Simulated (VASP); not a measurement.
# Sn (I4/mmm) in VASP: a series of runs

The runs below take Sn through single point, with PBEsol.

Program: VASP 6.6.1. These are calculated values, not measurements. Logs are shortened: lines on timing, memory, paths and dates and some standing lists are left out, and cuts for length are marked.

## Step 1: The cell of the first run

Symmetry: I4/mmm, No. 139, tetragonal system. The conventional cell has a = 3.789 Å, b = 3.789 Å, c = 3.638 Å, α = 90.00°, β = 90.00°, γ = 90.00°. Sn (site symmetry 4/mmm) has 14 Sn at 3.24 to 3.79 Å within 4.3 Å.

## Step 2: Single point, PBEsol (strain +0.000 along x and y, -0.040 along z)

INCAR reads:

```
PREC = Accurate
ENCUT = 520
EDIFF = 1E-6
ISMEAR = 0
SIGMA = 0.15
LREAL = False
LASPH = True
NELM = 100
ALGO = Fast
ISIF = 2
LWAVE = False
LCHARG = True
GGA = PS
LELF = True
LVHAR = True
NBANDS = 13
```

KPOINTS reads:

```
Automatic mesh
0
Gamma
  18 18 18
```

POSCAR reads:

```
Sn
1.0
   -1.8946518192      1.8946518192      1.8188657464
    1.8946518192     -1.8946518192      1.8188657464
    1.8946518192      1.8946518192     -1.8188657464
Sn
1
Direct
    0.0000000000      0.0000000000      0.0000000000
```

Potentials or basis: VASP PAW PBE potentials, release 64 (Sn_d).

Started as:

```sh
> cat potpaw_PBE.64/Sn_d/POTCAR > POTCAR
> mpirun -np 1 vasp_std > vasp.out
```

OUTCAR:

```text
PREC = Accurate
   ENCUT = 520
   EDIFF = 1E-6
   ISMEAR = 0
   LREAL = False
   LASPH = True
   NELM = 100
   ISIF = 2
   GGA = PS

 ion  position               nearest neighbor table
   1  0.000  0.000  0.000-

  LATTYP: Found a body centered tetragonal cell.
 ALAT       =     3.7893036384
 C/A-ratio  =     0.9600000000

  Lattice vectors:

 A1 = (  -1.8946518192,   1.8946518192,   1.8188657464)
 A2 = (   1.8946518192,  -1.8946518192,   1.8188657464)
 A3 = (   1.8946518192,   1.8946518192,  -1.8188657464)

Analysis of symmetry for initial positions (statically):
=====================================================================
 Subroutine PRICEL returns:
 Original cell was already a primitive cell.

 Routine SETGRP: Setting up the symmetry group for a
 body centered tetragonal supercell.

 Subroutine GETGRP returns: Found 16 space group operations
 (whereof 16 operations were pure point group operations)
 out of a pool of 16 trial point group operations.

The static configuration has the point symmetry D_4h.

Analysis of symmetry for dynamics (positions and initial velocities):
=====================================================================
 Subroutine PRICEL returns:
 Original cell was already a primitive cell.

 Routine SETGRP: Setting up the symmetry group for a
 body centered tetragonal supercell.

 Subroutine GETGRP returns: Found 16 space group operations
 (whereof 16 operations were pure point group operations)
 out of a pool of 16 trial point group operations.

The dynamic configuration has the point symmetry D_4h.

 Subroutine INISYM returns: Found 16 space group operations
 (whereof 16 operations are pure point group operations),
 and found     1 'primitive' translations

----------------------------------------------------------------------------------------

                                     Primitive cell

  volume of cell :      26.1168

  direct lattice vectors                    reciprocal lattice vectors
    -1.894651819  1.894651819  1.818865746     0.000000000  0.263900731  0.274896595
     1.894651819 -1.894651819  1.818865746     0.263900731  0.000000000  0.274896595
     1.894651819  1.894651819 -1.818865746     0.263900731  0.263900731  0.000000000

  length of vectors
     3.238469335  3.238469335  3.238469335     0.381066574  0.381066574  0.373211993

  position of ions in fractional coordinates (direct lattice)
     0.000000000  0.000000000  0.000000000

  ion indices of the primitive-cell ions
   primitive index   ion index
                 1           1

----------------------------------------------------------------------------------------

 KPOINTS: Automatic mesh

Automatic generation of k-mesh.
 Grid dimensions read from file:
 generate k-points for:   18   18   18

 Generating k-lattice:

  Cartesian coordinates                     Fractional coordinates (reciprocal lattice)
     0.000000000  0.014661152  0.015272033     0.055555556  0.000000000  0.000000000
     0.014661152  0.000000000  0.015272033     0.000000000  0.055555556  0.000000000
     0.014661152  0.014661152  0.000000000     0.000000000  0.000000000  0.055555556

  Length of vectors
     0.021170365  0.021170365  0.020734000

  Shift w.r.t. Gamma in fractional coordinates (k-lattice)
     0.000000000  0.000000000  0.000000000

 Subroutine IBZKPT returns following result:
 ===========================================

 Found    480 irreducible k-points:

 Following reciprocal coordinates:
            Coordinates               Weight
  0.000000  0.000000  0.000000      1.000000
  0.055556 -0.000000  0.000000      8.000000
  0.111111 -0.000000  0.000000      8.000000
  0.166667 -0.000000  0.000000      8.000000
  0.222222 -0.000000  0.000000      8.000000
  0.277778 -0.000000  0.000000      8.000000
[... 16 lines left out ...]
 -0.277778  0.055556 -0.000000     16.000000
 -0.222222  0.055556 -0.000000     16.000000
 [... further k-points ...]
   k-points           NKPTS =    480   k-points in BZ     NKDIM =    480   number of bands    NBANDS=     13
   number of dos      NEDOS =    301   number of ions     NIONS =      1
   total plane-waves  NPLWV =  13824
   dimension x,y,z NGX =    24 NGY =   24 NGZ =   24
   dimension x,y,z NGXF=    48 NGYF=   48 NGZF=   48
   ions per type =               1
   NGX,Y,Z   is equivalent  to a cutoff of  12.32, 12.32, 12.32 a.u.
   NGXF,Y,Z  is equivalent  to a cutoff of  24.64, 24.64, 24.64 a.u.
 SYSTEM =  unknown system
   PREC   = accura    normal or accurate (medium, high low for compatibility)
   ISTART =      0    job   : 0-new  1-cont  2-samecut
   ICHARG =      2    charge: 1-file 2-atom 10-const
   ISPIN  =      1    spin polarized calculation?
   LNONCOLLINEAR =      F non collinear calculations
   LSORBIT =      F    spin-orbit coupling
   LASPH  =      T    aspherical Exc in radial PAW
   ENCUT  =  520.0 eV  38.22 Ry    6.18 a.u.   6.02  6.02  6.02*2*pi/ulx,y,z
   NELM   =    100;   NELMIN=  2; NELMDL= -5     # of ELM steps
   EDIFF  = 0.1E-05   stopping-criterion for ELM
   LREAL  =      F    real-space projection
   EDIFFG = 0.1E-04   stopping-criterion for IOM
   NSW    =      0    number of steps for IOM
   IBRION =     -1    ionic relax: 0-MD 1-quasi-New 2-CG
   NFREE  =      0    steps in history (QN), initial steepest desc. (CG)
   ISIF   =      2    stress and relaxation
   ISYM   =      2    0-nonsym 1-usesym 2-fastsym
   POTIM  = 0.5000    time-step for ionic-motion
   TEBEG  =    0.0;   TEEND  =   0.0 temperature during run
   PSTRESS=    0.0 pullay stress
   NELECT =      14.0000    total number of electrons
   NUPDOWN=      -1.0000    fix difference up-down
   EMIN   =  10.00;   EMAX   =-10.00  energy-range for DOS
   EFERMI =   0.00;   METHOD = LEGACY
   ISMEAR =     0;   SIGMA  =   0.15  broadening in eV -4-tet -1-fermi 0-gaus
   EFERMI_NEDOS =   21; number of points for ismear=-14 and -15
   IALGO  =     68    algorithm
   IMIX   =      4    mixing-type and parameters
     AMIX     =   0.40;   BMIX     =  1.00
     AMIX_MAG =   1.60;   BMIX_MAG =  1.00
  volume/ion in A,a.u.               =      26.12       176.24
  Fermi-wavevector in a.u.,A,eV,Ry     =   1.329876  2.513101 24.062844  1.768569
  Thomas-Fermi vector in A             =   2.459005
   LORBIT       =      0    0 simple, 1 ext, 2 COOP (PROOUT), +10 PAW based schemes
   GGA     = PS    functional components
   LHFCALC =     F    Hartree Fock is set to
   AEXX    =    0.0000 exact exchange contribution
   IVDW    =     0    specifies the selected vdW correction
   LEPSILON=     F    determine dielectric tensor
   LRPA    =     F    only Hartree local field effects (RPA)
 non-spin polarized calculation
 RMM-DIIS sequential band-by-band and
 Gauss-broadening in eV      SIGMA  =   0.15
  energy-cutoff  :      520.00
  volume of cell :       26.12
 maximum number of plane-waves:       717
   NGX = 13   NGY = 13   NGZ = 13

 number of electron      13.9999995 magnetization

 Free energy of the ion-electron system (eV)
  ---------------------------------------------------
  ext. energy  EPLUGINS =         0.00000000
  ---------------------------------------------------
  free energy    TOTEN  =        -4.23489810 eV

  energy without entropy =       -4.22857931  energy(sigma->0) =       -4.23173870

 E-fermi :   8.4194     XC(G=0): -10.6938

 val. band max:        8.4091621976   @ k =  -0.2778   0.3333   0.1111
 cond. band min:       8.4370022615   @ k =   0.2222   0.1111   0.0556
 fundamental gap:      0.0278400639
 Fermi energy:         8.4194067120

 k-point     1 :       0.0000    0.0000    0.0000
  band No.  band energies     occupation
      1     -13.0580      2.00000
      2     -13.0455      2.00000
      3     -13.0455      2.00000
      4     -12.9069      2.00000
      5     -12.8814      2.00000
      6      -2.9763      2.00000
      7      16.6188      0.00000
      8      16.6188      0.00000
      9      16.9470      0.00000
     10      20.5007      0.00000
     11      20.5007      0.00000
     12      20.9175      0.00000
     13      21.0132      0.00000

 k-point     2 :       0.0556   -0.0000    0.0000
  band No.  band energies     occupation
      1     -13.0564      2.00000
      2     -13.0434      2.00000
      3     -13.0413      2.00000
      4     -12.9070      2.00000
      5     -12.8830      2.00000
      6      -2.9056      2.00000
      7      16.1542      0.00000
      8      16.3119      0.00000
      9      16.6826      0.00000
     10      19.7822      0.00000
     11      19.9152      0.00000
     12      20.6725      0.00000
     13      21.4388      0.00000

 k-point     3 :       0.1111   -0.0000    0.0000
  band No.  band energies     occupation
      1     -13.0590      2.00000
      2     -13.0379      2.00000
      3     -13.0218      2.00000
      4     -12.9072      2.00000
      5     -12.8873      2.00000
      6      -2.6934      2.00000
      7      14.7217      0.00000
      8      15.6081      0.00000
      9      16.2803      0.00000
     10      18.9014      0.00000
     11      19.1560      0.00000
     12      20.4959      0.00000
     13      22.4264      0.00000

 k-point     4 :       0.1667   -0.0000    0.0000
  band No.  band energies     occupation
      1     -13.0660      2.00000
      2     -13.0308      2.00000
      3     -12.9889      2.00000
      4     -12.9078      2.00000
      5     -12.8925      2.00000
      6      -2.3391      2.00000
      7      12.9199      0.00000
      8      14.7930      0.00000
      9      15.7707      0.00000
     10      18.2067      0.00000
     11      18.4756      0.00000
     12      20.5976      0.00000
     13      22.8726      0.00000

 k-point     5 :       0.2222   -0.0000    0.0000
  band No.  band energies     occupation
      1     -13.0750      2.00000
      2     -13.0250      2.00000
      3     -12.9476      2.00000
      4     -12.9085      2.00000
      5     -12.8965      2.00000
      6      -1.8424      2.00000
      7      11.0582      0.00000
      8      14.0071      0.00000
      9      15.2312      0.00000
     10      17.6397      0.00000
     11      17.8992      0.00000
     12      20.9402      0.00000
     13      23.2167      0.00000
[... 257 lines left out ...]
 k-point    22 :      -0.3333    0.0556    0.0000
  band No.  band energies     occupation
      1     -13.0858      2.00000
      2     -13.0235      2.00000
      3     -12.9100      2.00000
      4     -12.8990      2.00000
      5     -12.8803      2.00000
      6      -0.7986      2.00000
      7       8.4431      0.82320
      8      12.5376      0.00000
      9      14.1823      0.00000
     10      17.1717      0.00000
     11      18.0641      0.00000
     12      21.7969      0.00000
     13      23.8701      0.00000

 k-point    23 :      -0.2778    0.0556   -0.0000
  band No.  band energies     occupation
      1     -13.0764      2.00000
      2     -13.0241      2.00000
      3     -12.9236      2.00000
      4     -12.9123      2.00000
      5     -12.8965      2.00000
      6      -1.5028      2.00000
      7      10.1905      0.00000
      8      13.1483      0.00000
      9      14.6735      0.00000
     10      17.5601      0.00000
     11      18.4647      0.00000
     12      21.1538      0.00000
     13      23.5464      0.00000

 k-point    24 :      -0.2222    0.0556   -0.0000
  band No.  band energies     occupation
      1     -13.0671      2.00000
      2     -13.0296      2.00000
      3     -12.9642      2.00000
      4     -12.9136      2.00000
      5     -12.8927      2.00000
      6      -2.0673      2.00000
      7      11.9887      0.00000
      8      13.9000      0.00000
      9      15.2414      0.00000
     10      18.0528      0.00000
     11      18.8873      0.00000
     12      20.7265      0.00000
     13      23.2551      0.00000

 [... further k-points ...]

------------------------ aborting loop because EDIFF is reached ----------------------------------------

  FORCE on cell =-STRESS in cart. coord.  units (eV):
  Direction    XX          YY          ZZ          XY          YZ          ZX
  --------------------------------------------------------------------------------------
  -------------------------------------------------------------------------------------
  Total        0.0721162      0.0721162     -0.0810955      0.0000000      0.0000000      0.0000000
  in kB        4.4240883      4.4240883     -4.9749402      0.0000000      0.0000000      0.0000000
  external PRESSURE =       1.2910788 kB  Pullay stress =       0.0000000 kB

 VOLUME and BASIS-vectors are now :
 -----------------------------------------------------------------------------
  energy-cutoff  :      520.00
  volume of cell :       26.12
      direct lattice vectors                 reciprocal lattice vectors
    -1.894651819  1.894651819  1.818865746     0.000000000  0.263900731  0.274896595
     1.894651819 -1.894651819  1.818865746     0.263900731  0.000000000  0.274896595
     1.894651819  1.894651819 -1.818865746     0.263900731  0.263900731  0.000000000

 POSITION                                       TOTAL-FORCE (eV/Angst)
 -----------------------------------------------------------------------------------
      0.00000      0.00000      0.00000         0.000000      0.000000      0.000000
 -----------------------------------------------------------------------------------
    total drift:                               -0.000000      0.000000      0.000000

  FREE ENERGIE OF THE ION-ELECTRON SYSTEM (eV)
  ---------------------------------------------------
  free  energy   TOTEN  =        -4.2348980968 eV

  energy  without entropy=       -4.2285793055  energy(sigma->0) =       -4.23173870
```

Wall time 40 s (1 thread of Intel Xeon 6975P-C (Granite Rapids), shared host); peak memory 0.24 GiB.

What came out:

- Free energy: -4.2349 eV
- Pressure: 0.1 GPa
- Band gap on the k mesh: zero (band 7 reaches 16.62 eV, above the bottom of band 8 at 5.87 eV)

Caveat: the cell differs from its parent crystal (strain +0.000 along x and y, -0.040 along z); the PAW data sets were made with another functional, which shifts forces and pressure a little; spin-orbit coupling is left out, which moves the levels of the heavy elements.

[end of part 1 of 3]
